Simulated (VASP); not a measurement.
A run of VASP 6.6.1 is set up as follows.

File POSCAR:

```
NaGeF3
1.0
    4.1737373760      0.0000000000      0.0000000000
    0.0000000000      4.3476431000      0.0000000000
    0.0000000000      0.0000000000      4.3476431000
Na Ge F
1 1 3
Direct
    0.0000000000      0.0000000000      0.0000000000
    0.5000000000      0.5000000000      0.5000000000
    0.5000000000      0.5000000000      0.0000000000
    0.5000000000      0.0000000000      0.5000000000
    0.0000000000      0.5000000000      0.5000000000
```

File INCAR.step1:

```
SYSTEM = NaGeF3
PREC     = Accurate       ! precision mode
ENCUT    = 520            ! plane-wave cutoff, eV
ISMEAR   = 0              ! smearing method
SIGMA    = 0.01           ! smearing width, eV
LREAL    = .FALSE.        ! projectors in reciprocal space
LASPH    = .TRUE.         ! aspherical terms in the spheres
NELM     = 60             ! most SCF steps
NBANDS   = 29             ! bands
GGA      = PE             ! functional
ALGO     = Normal         ! electronic algorithm
EDIFF    = 1E-4           ! SCF threshold, eV
LWAVE    = .TRUE.         ! write WAVECAR
LCHARG   = .FALSE.        ! write CHGCAR
```

INCAR.step2

```
SYSTEM = NaGeF3
PREC     = Accurate       ! precision mode
ENCUT    = 520            ! plane-wave cutoff, eV
EDIFF    = 1E-7           ! SCF threshold, eV
ISMEAR   = 0              ! smearing method
SIGMA    = 0.01           ! smearing width, eV
LREAL    = .FALSE.        ! projectors in reciprocal space
LASPH    = .TRUE.         ! aspherical terms in the spheres
NELM     = 60             ! most SCF steps
ALGO     = Normal         ! electronic algorithm
ISIF     = 2              ! what is computed and relaxed
LWAVE    = .FALSE.        ! write WAVECAR
LCHARG   = .FALSE.        ! write CHGCAR
METAGGA  = R2SCAN         ! meta-GGA
LMIXTAU  = .TRUE.       
NBANDS   = 29             ! bands
ISTART   = 1
```

File KPOINTS:

```
regular mesh
0
G
  6 6 6
  0 0 0
```

Potentials or basis: VASP PAW PBE potentials, release 64 (Na_pv, Ge_d, F).

Command:

```bash
$ cat potpaw_PBE.64/Na_pv/POTCAR potpaw_PBE.64/Ge_d/POTCAR potpaw_PBE.64/F/POTCAR > POTCAR
$ cp INCAR.step1 INCAR
$ mpirun -np 1 vasp_std > vasp.out
$ cp INCAR.step2 INCAR
$ mpirun -np 1 vasp_std > vasp.out
```

**Question.** Estimate the band gap on the k mesh.

**Answer.** 1.34 eV, indirect (least direct gap 1.79 eV).

**Question.** What does it give for the pressure?

**Answer.** 2.5 GPa.

Stress tensor (GPa, compression positive):
```
5.21 0.00 0.00
0.00 1.14 0.00
0.00 0.00 1.14
```

Caveat: the cell differs from its parent crystal (uniaxial x strain -4.0%); the PAW data sets were made with another functional, which shifts forces and pressure a little. A k mesh can miss the band edges.
